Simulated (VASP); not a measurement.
# SnSe (I4mm) in VASP: further runs

SnSe is run at these levels: PBEsol; tasks: single point.

All numbers are computed with VASP 6.6.1; they aren't measurements. Logs are shortened: lines on timing, memory, paths and dates and some standing lists are left out, and cuts for length are marked.

## Step 1: The cell of the first run

It takes space group I4mm (No. 107, tetragonal). Conventional cell: a = 4.204 Å, b = 4.204 Å, c = 5.946 Å, α = 90.00°, β = 90.00°, γ = 90.00°. Sn (site symmetry 4mm) has 6 Se at 2.82 to 3.12 Å within 3.7 Å. Se (site symmetry 4mm) has 6 Sn at 2.82 to 3.12 Å within 3.7 Å.

## Step 2: Single point, PBEsol

INCAR

```
SYSTEM = SnSe
ALGO = Normal ; EDIFF = 1E-6
ENCUT = 520 ; GGA = PS
ISIF = 2 ; ISMEAR = 0
LASPH = .True. ; LCHARG = .False.
LREAL = .False. ; LWAVE = .False.
NBANDS = 17 ; NELM = 60
PREC = Accurate ; SIGMA = 0.05
```

KPOINTS

```
k-points
0
Gamma
  8 8 8
  0 0 0
```

POSCAR

```
SnSe
1.0
    0.0000000000      2.9727546651      2.9727546651
    2.9727546651      0.0000000000      2.9727546651
    2.9727546651      2.9727546651      0.0000000000
Sn Se
1 1
Direct
    0.0000000000      0.0000000000      0.0000000000
    0.5252291253      0.5252291253      0.4747708747
```

Potentials or basis: VASP PAW PBE potentials, release 64 (Sn_d, Se).

Launch:

```console
cat potpaw_PBE.64/Sn_d/POTCAR potpaw_PBE.64/Se/POTCAR > POTCAR
mpirun -np 1 vasp_std > vasp.out
```

OUTCAR:

```text
SYSTEM = SnSe
   EDIFF = 1E-6
   ENCUT = 520
   GGA = PS
   ISIF = 2
   ISMEAR = 0
   LASPH = .True.
   LREAL = .False.
   NELM = 60
   PREC = Accurate

 ion  position               nearest neighbor table
   1  0.000  0.000  0.000-   2 2.82   2 2.98   2 2.98   2 2.98   2 2.98   2 3.12
   2  0.525  0.525  0.475-   1 2.82   1 2.98   1 2.98   1 2.98   1 2.98   1 3.12

  LATTYP: Found a face centered cubic cell.
 ALAT       =     5.9455093302

  Lattice vectors:

 A1 = (   0.0000000000,   2.9727546651,   2.9727546651)
 A2 = (   2.9727546651,   0.0000000000,   2.9727546651)
 A3 = (   2.9727546651,   2.9727546651,   0.0000000000)

Analysis of symmetry for initial positions (statically):
=====================================================================
 Subroutine PRICEL returns:
 Original cell was already a primitive cell.

 Routine SETGRP: Setting up the symmetry group for a
 face centered cubic supercell.

 Subroutine GETGRP returns: Found  8 space group operations
 (whereof  8 operations were pure point group operations)
 out of a pool of 48 trial point group operations.

The static configuration has the point symmetry C_4v.

Analysis of symmetry for dynamics (positions and initial velocities):
=====================================================================
 Subroutine PRICEL returns:
 Original cell was already a primitive cell.

 Routine SETGRP: Setting up the symmetry group for a
 face centered cubic supercell.

 Subroutine GETGRP returns: Found  8 space group operations
 (whereof  8 operations were pure point group operations)
 out of a pool of 48 trial point group operations.

The dynamic configuration has the point symmetry C_4v.

 Subroutine INISYM returns: Found  8 space group operations
 (whereof  8 operations are pure point group operations),
 and found     1 'primitive' translations

----------------------------------------------------------------------------------------

                                     Primitive cell

  volume of cell :      52.5421

  direct lattice vectors                    reciprocal lattice vectors
     0.000000000  2.972754665  2.972754665    -0.168194169  0.168194169  0.168194169
     2.972754665  0.000000000  2.972754665     0.168194169 -0.168194169  0.168194169
     2.972754665  2.972754665  0.000000000     0.168194169  0.168194169 -0.168194169

  length of vectors
     4.204109965  4.204109965  4.204109965     0.291320846  0.291320846  0.291320846

  position of ions in fractional coordinates (direct lattice)
     0.000000000  0.000000000  0.000000000
     0.525229125  0.525229125  0.474770875

  ion indices of the primitive-cell ions
   primitive index   ion index
                 1           1
                 2           2

----------------------------------------------------------------------------------------

 KPOINTS: k-points

Automatic generation of k-mesh.
 Grid dimensions read from file:
 generate k-points for:    8    8    8

 Generating k-lattice:

  Cartesian coordinates                     Fractional coordinates (reciprocal lattice)
    -0.021024271  0.021024271  0.021024271     0.125000000  0.000000000  0.000000000
     0.021024271 -0.021024271  0.021024271     0.000000000  0.125000000  0.000000000
     0.021024271  0.021024271 -0.021024271     0.000000000  0.000000000  0.125000000

  Length of vectors
     0.036415106  0.036415106  0.036415106

  Shift w.r.t. Gamma in fractional coordinates (k-lattice)
     0.000000000  0.000000000  0.000000000

 Subroutine IBZKPT returns following result:
 ===========================================

 Found     59 irreducible k-points:

 Following reciprocal coordinates:
            Coordinates               Weight
  0.000000  0.000000  0.000000      1.000000
  0.125000  0.000000  0.000000      8.000000
  0.250000  0.000000  0.000000      8.000000
  0.375000  0.000000  0.000000      8.000000
  0.500000  0.000000  0.000000      4.000000
  0.125000  0.125000  0.000000      2.000000
[... 16 lines left out ...]
  0.000000  0.375000  0.250000     16.000000
  0.500000  0.250000  0.000000      8.000000
 [... further k-points ...]
   k-points           NKPTS =     59   k-points in BZ     NKDIM =     59   number of bands    NBANDS=     17
   number of dos      NEDOS =    301   number of ions     NIONS =      2
   total plane-waves  NPLWV =  32768
   dimension x,y,z NGX =    32 NGY =   32 NGZ =   32
   dimension x,y,z NGXF=    64 NGYF=   64 NGZF=   64
   ions per type =               1   1
   NGX,Y,Z   is equivalent  to a cutoff of  12.65, 12.65, 12.65 a.u.
   NGXF,Y,Z  is equivalent  to a cutoff of  25.31, 25.31, 25.31 a.u.
 SYSTEM =  SnSe
   PREC   = accura    normal or accurate (medium, high low for compatibility)
   ISTART =      0    job   : 0-new  1-cont  2-samecut
   ICHARG =      2    charge: 1-file 2-atom 10-const
   ISPIN  =      1    spin polarized calculation?
   LNONCOLLINEAR =      F non collinear calculations
   LSORBIT =      F    spin-orbit coupling
   LASPH  =      T    aspherical Exc in radial PAW
   ENCUT  =  520.0 eV  38.22 Ry    6.18 a.u.   7.82  7.82  7.82*2*pi/ulx,y,z
   NELM   =     60;   NELMIN=  2; NELMDL= -5     # of ELM steps
   EDIFF  = 0.1E-05   stopping-criterion for ELM
   LREAL  =      F    real-space projection
   EDIFFG = 0.1E-04   stopping-criterion for IOM
   NSW    =      0    number of steps for IOM
   IBRION =     -1    ionic relax: 0-MD 1-quasi-New 2-CG
   NFREE  =      0    steps in history (QN), initial steepest desc. (CG)
   ISIF   =      2    stress and relaxation
   ISYM   =      2    0-nonsym 1-usesym 2-fastsym
   POTIM  = 0.5000    time-step for ionic-motion
   TEBEG  =    0.0;   TEEND  =   0.0 temperature during run
   PSTRESS=    0.0 pullay stress
   NELECT =      20.0000    total number of electrons
   NUPDOWN=      -1.0000    fix difference up-down
   EMIN   =  10.00;   EMAX   =-10.00  energy-range for DOS
   EFERMI =   0.00;   METHOD = LEGACY
   ISMEAR =     0;   SIGMA  =   0.05  broadening in eV -4-tet -1-fermi 0-gaus
   EFERMI_NEDOS =   21; number of points for ismear=-14 and -15
   IALGO  =     38    algorithm
   IMIX   =      4    mixing-type and parameters
     AMIX     =   0.40;   BMIX     =  1.00
     AMIX_MAG =   1.60;   BMIX_MAG =  1.00
  volume/ion in A,a.u.               =      26.27       177.29
  Fermi-wavevector in a.u.,A,eV,Ry     =   1.186449  2.242064 19.152396  1.407661
  Thomas-Fermi vector in A             =   2.322622
   LORBIT       =      0    0 simple, 1 ext, 2 COOP (PROOUT), +10 PAW based schemes
   GGA     = PS    functional components
   LHFCALC =     F    Hartree Fock is set to
   AEXX    =    0.0000 exact exchange contribution
   IVDW    =     0    specifies the selected vdW correction
   LEPSILON=     F    determine dielectric tensor
   LRPA    =     F    only Hartree local field effects (RPA)
 non-spin polarized calculation
 Gauss-broadening in eV      SIGMA  =   0.05
  energy-cutoff  :      520.00
  volume of cell :       52.54
 maximum number of plane-waves:      1428
   NGX = 15   NGY = 15   NGZ = 15

 number of electron      20.0000008 magnetization

 Free energy of the ion-electron system (eV)
  ---------------------------------------------------
  ext. energy  EPLUGINS =         0.00000000
  ---------------------------------------------------
  free energy    TOTEN  =        -8.97941416 eV

  energy without entropy =       -8.97941416  energy(sigma->0) =       -8.97941416

 E-fermi :   5.9511     XC(G=0):  -9.9410

 val. band max:        5.7143239433   @ k =   0.5000   0.0000   0.0000
 cond. band min:       6.5106095871   @ k =  -0.3750   0.1250   0.0000
 fundamental gap:      0.7962856438
 Fermi energy:         5.9510578247

 k-point     1 :       0.0000    0.0000    0.0000
  band No.  band energies     occupation
      1     -15.6033      2.00000
      2     -15.6025      2.00000
      3     -15.6011      2.00000
      4     -15.5983      2.00000
      5     -15.5983      2.00000
      6      -8.3041      2.00000
[... 9 lines left out ...]
     16      11.8217      0.00000
     17      13.8504      0.00000

 k-point     2 :       0.1250    0.0000    0.0000
  band No.  band energies     occupation
      1     -15.6043      2.00000
      2     -15.6030      2.00000
      3     -15.6007      2.00000
      4     -15.5971      2.00000
      5     -15.5964      2.00000
      6      -8.1863      2.00000
[... 9 lines left out ...]
     16      12.0718      0.00000
     17      15.0363      0.00000

 k-point     3 :       0.2500    0.0000    0.0000
  band No.  band energies     occupation
      1     -15.6075      2.00000
      2     -15.6065      2.00000
      3     -15.5988      2.00000
      4     -15.5926      2.00000
      5     -15.5911      2.00000
      6      -7.8672      2.00000
[... 9 lines left out ...]
     16      12.9970      0.00000
     17      17.3159      0.00000

 k-point     4 :       0.3750    0.0000    0.0000
  band No.  band energies     occupation
      1     -15.6109      2.00000
      2     -15.6101      2.00000
      3     -15.5977      2.00000
      4     -15.5874      2.00000
      5     -15.5856      2.00000
      6      -7.4768      2.00000
[... 9 lines left out ...]
     16      14.5055      0.00000
     17      17.4449      0.00000
[... 343 lines left out ...]
      1     -15.6222      2.00000
      2     -15.6062      2.00000
      3     -15.5993      2.00000
      4     -15.5845      2.00000
      5     -15.5831      2.00000
      6      -7.4084      2.00000
[... 9 lines left out ...]
     16      15.8340      0.00000
     17      16.7946      0.00000

 k-point    23 :       0.0000    0.3750    0.2500
  band No.  band energies     occupation
      1     -15.6235      2.00000
      2     -15.6021      2.00000
      3     -15.5979      2.00000
      4     -15.5881      2.00000
      5     -15.5836      2.00000
      6      -7.4171      2.00000
[... 9 lines left out ...]
     16      15.9004      0.00000
     17      16.8429      0.00000

 k-point    24 :       0.5000    0.2500    0.0000
  band No.  band energies     occupation
      1     -15.6235      2.00000
      2     -15.6025      2.00000
      3     -15.6021      2.00000
      4     -15.5843      2.00000
      5     -15.5809      2.00000
      6      -7.1307      2.00000
[... 9 lines left out ...]
     16      16.5437      0.00000
     17      17.3307      0.00000

 [... further k-points ...]
[... 5 lines left out ...]
  --------------------------------------------------------------------------------------
  -------------------------------------------------------------------------------------
  Total        0.0463600      0.0463600      0.3021153      0.0000000     -0.0000000      0.0000000
  in kB        1.4136662      1.4136662      9.2124709      0.0000000     -0.0000000      0.0000000
  external PRESSURE =       4.0132677 kB  Pullay stress =       0.0000000 kB

 VOLUME and BASIS-vectors are now :
 -----------------------------------------------------------------------------
  energy-cutoff  :      520.00
  volume of cell :       52.54
      direct lattice vectors                 reciprocal lattice vectors
     0.000000000  2.972754665  2.972754665    -0.168194169  0.168194169  0.168194169
     2.972754665  0.000000000  2.972754665     0.168194169 -0.168194169  0.168194169
     2.972754665  2.972754665  0.000000000     0.168194169  0.168194169 -0.168194169

 POSITION                                       TOTAL-FORCE (eV/Angst)
 -----------------------------------------------------------------------------------
      0.00000      0.00000      0.00000         0.000000      0.000000      0.110155
      2.97275      2.97275      3.12275         0.000000      0.000000     -0.110155
 -----------------------------------------------------------------------------------
    total drift:                               -0.000000     -0.000000      0.000360

  FREE ENERGIE OF THE ION-ELECTRON SYSTEM (eV)
  ---------------------------------------------------
  free  energy   TOTEN  =        -8.9794141591 eV

  energy  without entropy=       -8.9794141591  energy(sigma->0) =       -8.97941416
```

Run time: 26 s. Hardware: 1 thread of AMD EPYC 9R45 (Zen 5), shared host; peak memory 0.17 GiB.

What came out:

* Free energy: -8.9794 eV
* Pressure: 0.4 GPa
* Largest force: 0.110 eV/Å
* Band gap on the k mesh: 0.80 eV, indirect (least direct gap 0.89 eV)

Forces on the atoms (eV/Å):
```
Sn   0.000  0.000  0.110
Se   0.000  0.000 -0.110
```

Caveat: the cell differs from its parent crystal (all Se atoms moved -0.150 Å, as atom 2 towards its neighbour atom 1 (Sn) at 2.973 Å); the PAW data sets were made with another functional, which shifts forces and pressure a little; spin-orbit coupling is left out, which moves the levels of the heavy elements.

## Step 3: Single point, PBEsol

INCAR

```
PREC     = Accurate       # precision mode
ENCUT    = 520            # plane-wave cutoff, eV
EDIFF    = 1E-6           # SCF threshold, eV
ISMEAR   = 0              # smearing method
SIGMA    = 0.05           # smearing width, eV
LREAL    = False          # projectors in reciprocal space
LASPH    = True           # aspherical terms in the spheres
NELM     = 100            # most SCF steps
ALGO     = Normal         # electronic algorithm
ISIF     = 2              # what is computed and relaxed
LWAVE    = False          # write WAVECAR
LCHARG   = False          # write CHGCAR
GGA      = PS             # functional
NBANDS   = 17             # bands
```

KPOINTS

```
Automatic mesh
0
Gamma
  8 8 8
```

POSCAR: that of step 2 with these lines changed.

```diff
@@ -9,2 +9,2 @@
     0.0000000000      0.0000000000      0.0000000000
-    0.5252291253      0.5252291253      0.4747708747
+    0.4558490307      0.4558490307      0.5441509693
```

Potentials or basis: VASP PAW PBE potentials, release 64 (Sn_d, Se).

Launch:

```console
cat potpaw_PBE.64/Sn_d/POTCAR potpaw_PBE.64/Se/POTCAR > POTCAR
mpirun -np 1 vasp_std > vasp.out
```

Wall time 24 s (1 thread of AMD EPYC 9R45 (Zen 5), shared host); peak memory 0.18 GiB.

It converged, with:

```yaml
Free_energy: -8.9543 eV
Pressure: 1.2 GPa
Largest_force: 0.373 eV/Å
Band_gap_on_the_k_mesh: 0.82 eV, indirect (least direct gap 0.88 eV)
```

Forces in eV/Å, atoms in the order of the input:
```
Sn   0.000  0.000 -0.373
Se   0.000  0.000  0.373
```

Stress tensor (GPa, compression positive):
```
0.36 0.00 0.00
0.00 0.36 0.00
0.00 0.00 2.98
```

Levels at points of the mesh, in eV from the valence-band top:
```tsv
k point	band 6	band 7	band 8	band 9	band 10	band 11	band 12	band 13	band 14	band 15
(0.00, 0.00, 0.00)	-14.08	-4.79	-2.32	-2.11	-2.11	4.04	4.04	4.73	5.93	6.41
(0.50, 0.00, 0.00)	-13.07	-8.12	-2.17	-1.95	-0.08	0.97	1.39	1.72	8.20	10.33
(0.50, 0.50, 0.00)	-12.70	-6.75	-4.77	-3.70	-3.70	2.94	5.71	5.71	6.46	10.73
(0.00, 0.50, 0.50)	-12.76	-5.96	-5.63	-3.63	-3.62	2.51	5.92	6.06	6.29	10.66
```

Caveat: the cell differs from its parent crystal (all Se atoms moved +0.263 Å, as atom 2 towards its neighbour atom 1 (Sn) at 2.973 Å); the PAW data sets were made with another functional, which shifts forces and pressure a little; spin-orbit coupling is left out, which moves the levels of the heavy elements.

## Step 4: Single point, PBEsol

INCAR

```
SYSTEM = SnSe
PREC     = Accurate       ! precision mode
ENCUT    = 520            ! plane-wave cutoff, eV
EDIFF    = 1E-7           ! SCF threshold, eV
ISMEAR   = 0              ! smearing method
SIGMA    = 0.05           ! smearing width, eV
LREAL    = .FALSE.        ! projectors in reciprocal space
LASPH    = .TRUE.         ! aspherical terms in the spheres
NELM     = 60             ! most SCF steps
ALGO     = Normal         ! electronic algorithm
ISIF     = 2              ! what is computed and relaxed
LWAVE    = .FALSE.        ! write WAVECAR
LCHARG   = .TRUE.         ! write CHGCAR
GGA      = PS             ! functional
LELF     = .TRUE.         ! ELF
LVHAR    = .TRUE.       
NBANDS   = 17             ! bands
```

KPOINTS

```
regular mesh
0
G
  8 8 8
  0 0 0
```

POSCAR: that of step 3 with these lines changed.

```diff
@@ -9,2 +9,2 @@
     0.0000000000      0.0000000000      0.0000000000
-    0.4558490307      0.4558490307      0.5441509693
+    0.4684635933      0.4684635933      0.5315364067
```

Launch:

```console
cat potpaw_PBE.64/Sn_d/POTCAR potpaw_PBE.64/Se/POTCAR > POTCAR
mpirun -np 1 vasp_std > vasp.out
```

It took 26 s on 1 thread of AMD EPYC 9R45 (Zen 5), shared host; peak memory 0.18 GiB.

The run converged. Its results:

```yaml
Free_energy: -8.9742 eV
Pressure: 0.6 GPa
Largest_force: 0.174 eV/Å
Band_gap_on_the_k_mesh: 0.81 eV, indirect (least direct gap 0.89 eV)
```

Forces in eV/Å, atoms in the order of the input:
```
Sn   0.000  0.000 -0.174
Se   0.000  0.000  0.174
```

Stress tensor (GPa, compression positive):
```
0.21 0.00 0.00
0.00 0.21 0.00
0.00 0.00 1.46
```

Levels at points of the mesh, in eV from the valence-band top:
```
           k point  band 6  band 7  band 8  band 9  band 10  band 11  band 12  band 13  band 14  band 15
(0.00, 0.00, 0.00)  -14.03   -4.81   -2.23   -2.12    -2.12     4.27     4.27     4.66     5.93     6.20
(0.50, 0.00, 0.00)  -13.01   -8.12   -2.04   -1.91    -0.02     0.92     1.37     1.55     8.29    10.36
(0.50, 0.50, 0.00)  -12.67   -6.47   -5.04   -3.68    -3.68     2.95     5.70     5.70     6.40    10.73
(0.00, 0.50, 0.50)  -12.70   -5.92   -5.62   -3.65    -3.64     2.71     5.81     5.90     6.31    10.70
```

Caveat: the cell differs from its parent crystal (all Se atoms moved +0.188 Å, as atom 2 towards its neighbour atom 1 (Sn) at 2.973 Å); the PAW data sets were made with another functional, which shifts forces and pressure a little; spin-orbit coupling is left out, which moves the levels of the heavy elements. A k mesh can miss the band edges.
